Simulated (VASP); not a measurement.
CoO, 2 atoms in the cell. The structure is orthorhombic, space group Imm2 (No. 44). Conventional cell: a = 3.014 Å, b = 4.263 Å, c = 3.014 Å, α = 90.00°, β = 90.00°, γ = 90.00°. Within 2.8 Å of Co (site symmetry mm2) lie 6 O at 2.11 to 2.15 Å. O (site symmetry mm2) has 6 Co at 2.11 to 2.15 Å within 2.8 Å. 

- Program: VASP 6.6.1
- Task: single point
- Functional: PBEsol
- Potentials or basis: VASP PAW PBE potentials, release 64 (Co, O)
- Cutoff: 520 eV
- k mesh: 8 × 8 × 8
- Occupations: fermi-dirac, width 0.1 eV
- Spin: collinear spin, ferromagnetic start
- Starting moments: [1.8, 0.0] μB
- Dipole correction: no
- Further INCAR settings: ALGO = Normal; EDIFF = 1e-07; NBANDS = 18

Potentials or basis: VASP PAW PBE potentials, release 64 (Co, O).

Command:

```console
$ cat potpaw_PBE.64/Co/POTCAR potpaw_PBE.64/O/POTCAR > POTCAR
$ mpirun -np 1 vasp_std > vasp.out
```

Hardware: 1 thread of AMD EPYC 7R43 64-Core Processor (Zen 3), with other jobs on the host.

Problem. How long does it take, and how much memory?

Solution. Wall time 3.1 min on 1 thread of AMD EPYC 7R43 64-Core Processor (Zen 3), with other jobs on the host, peak memory 0.15 GiB. Counts: scf iterations 18, k points 95.
